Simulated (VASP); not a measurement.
Runs of VASP 6.6.1 on HfNbSe4. The structure is that of space group P-6m2 (No. 187), or close to it. The cells are those of the table. 

```tsv
task	cell	k mesh	cutoff (eV)	gap on the mesh (eV)	pressure (GPa)	relaxed volume (Å³/atom)	largest force (eV/Å)
relaxation of cell and atoms	relaxed from a = 5.604, b = 5.604, c = 4.691 Å, angles 90.0, 90.0, 120.0°, 6 atoms	6 × 6 × 4	600	none	0.0	21.07	0.01
relaxation of cell and atoms	relaxed from a = 5.499, b = 5.499, c = 4.851 Å, angles 90.0, 90.0, 120.0°, 6 atoms	12 × 12 × 8	600	none	0.0	21.09	-
relaxation of cell and atoms	relaxed from a = 6.053, b = 6.053, c = 4.905 Å, angles 90.0, 90.0, 120.0°, 6 atoms	3 × 3 × 4	600	none	0.2	21.15	-
single point	a = 6.053, b = 6.053, c = 4.905 Å, angles 90.0, 90.0, 120.0°, 6 atoms	3 × 3 × 4	520	none	(b)	-	1.08
single point	a = 5.499, b = 5.499, c = 4.851 Å, angles 90.0, 90.0, 120.0°, 6 atoms	6 × 6 × 4	520	none	-0.4	-	0.01
single point	a = 5.604, b = 5.604, c = 4.691 Å, angles 90.0, 90.0, 120.0°, 6 atoms	3 × 3 × 4	520	none	(a)	-	0.01
```

Alike in all rows: level PBE; potentials or basis VASP PAW PBE potentials, release 64 (Hf_pv, Nb_sv, Se); no spin polarisation; smearing gaussian 0.1 eV.

Task: Estimate the missing entries.

Result: (a) -0.2; (b) -11.3.

Caveats: some runs use coarse meshes; spin-orbit coupling is left out, which moves the levels of the heavy elements; the volume moved by over 15 % at a fixed basis, so the end points are rough (some runs); forces of over 1 eV/Å act on the atoms, so gaps and moduli don't describe the material at rest (some runs).

A k mesh can miss the band edges, and the runs leave out spin-orbit coupling on Hf, Nb, Se.

A gap of «none» marks levels without a gap at the run's occupations.
